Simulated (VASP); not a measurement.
Wanted: the native input for a VASP 6.6.1 run.

* Task: single point
* Functional: PBE
* Dispersion: D3(BJ)
* Potentials or basis: VASP PAW PBE potentials, release 64 (Si, O)
* Cutoff: 520 eV
* k mesh: 2 × 2 × 2
* Occupations: fermi-dirac, width 0.02 eV
* Spin: no spin polarisation
* Dipole correction: no
* Further INCAR settings: LREAL = Auto; ALGO = Normal; EDIFF = 1e-06; NBANDS = 116

The structure of Si12O23 (a cell with a defect) lies in POSCAR:

```
Si12O23
1.0
   -2.4984000000      4.3273560000      5.4576000000
    4.9968000000      0.0000000000      5.4576000000
    4.9968000000      8.6547110000      0.0000000000
Si O
12 23
Direct
    0.7089228074      0.2829606213      0.1405139508
    0.1272985568      0.0277155520      0.1200431564
    0.5641611360      0.0957155497      0.9678677801
    0.7442888535      0.2706794475      0.6357825425
    0.1710580097      0.1641602181      0.6715553062
    0.5963524774      0.0818650541      0.4704840553
    0.2387142272      0.7468724776      0.3760505182
    0.6741537213      0.6786944171      0.3989546097
    0.0753017395      0.6968975789      0.1812207901
    0.2710592978      0.7561125360      0.8647251100
    0.6774719498      0.6883359145      0.9161613476
    0.1082116532      0.5776398200      0.7086397978
    0.9494787649      0.2237559903      0.0913049979
    0.3292688959      0.1025033117      0.0089809201
    0.1823281182      0.6290754291      0.0302934811
    0.1492986836      0.9716271812      0.2899021638
    0.6197164045      0.1452529960      0.0936097692
    0.9813272857      0.2255202297      0.6071935253
    0.3620750421      0.0952928486      0.5453742354
    0.1095529412      0.7165898688      0.5444508109
    0.1453140973      0.9848759129      0.8236929193
    0.1976679827      0.3471020628      0.7112037905
    0.6971156031      0.1111805344      0.5807642349
    0.4718104549      0.7184260959      0.3541049721
    0.8594902878      0.6396047356      0.2567036087
    0.6298149313      0.2534659981      0.3174825339
    0.6732737745      0.4949827852      0.5443414220
    0.6946912555      0.8663632373      0.4381505780
    0.2042880092      0.5922373866      0.3053230845
    0.4992144100      0.7593565736      0.8359006474
    0.8820204921      0.6111900767      0.8049722667
    0.6330778671      0.2510012152      0.8099469402
    0.6312461888      0.5132759455      0.0637106216
    0.6927865019      0.8736122815      0.9602541523
    0.2585879408      0.6376193664      0.7615369159
```

The input as run:

INCAR

```
SYSTEM = Si12O23
PREC     = Accurate       ! precision mode
ENCUT    = 520            ! plane-wave cutoff, eV
EDIFF    = 1E-6           ! SCF threshold, eV
ISMEAR   = -1             ! smearing method
SIGMA    = 0.02           ! smearing width, eV
LREAL    = Auto         
LASPH    = .TRUE.         ! aspherical terms in the spheres
NELM     = 120            ! most SCF steps
ALGO     = Normal         ! electronic algorithm
ISIF     = 2              ! what is computed and relaxed
LWAVE    = .FALSE.        ! write WAVECAR
LCHARG   = .FALSE.        ! write CHGCAR
GGA      = PE             ! functional
IVDW     = 12             ! dispersion correction
NBANDS   = 116            ! bands
GGA_COMPAT= .FALSE.
```

KPOINTS

```
regular mesh
0
G
  2 2 2
  0 0 0
```

Potentials or basis: VASP PAW PBE potentials, release 64 (Si, O).

The run is started by

```sh
$ cat potpaw_PBE.64/Si/POTCAR potpaw_PBE.64/O/POTCAR > POTCAR
$ mpirun -np 1 vasp_std > vasp.out
```

It gave:

```yaml
Pressure: 0.3 GPa
Largest_force: 0.985 eV/Å
Band_gap_on_the_k_mesh: 4.79 eV
Dispersion_energy_per_atom: -0.136 eV
```

Caveat: the k points lie up to 0.46 Å⁻¹ apart.

Wall time 11 min on 1 thread of AMD EPYC 7R13 Processor (Zen 3), with other jobs on the host, peak memory 0.62 GiB.
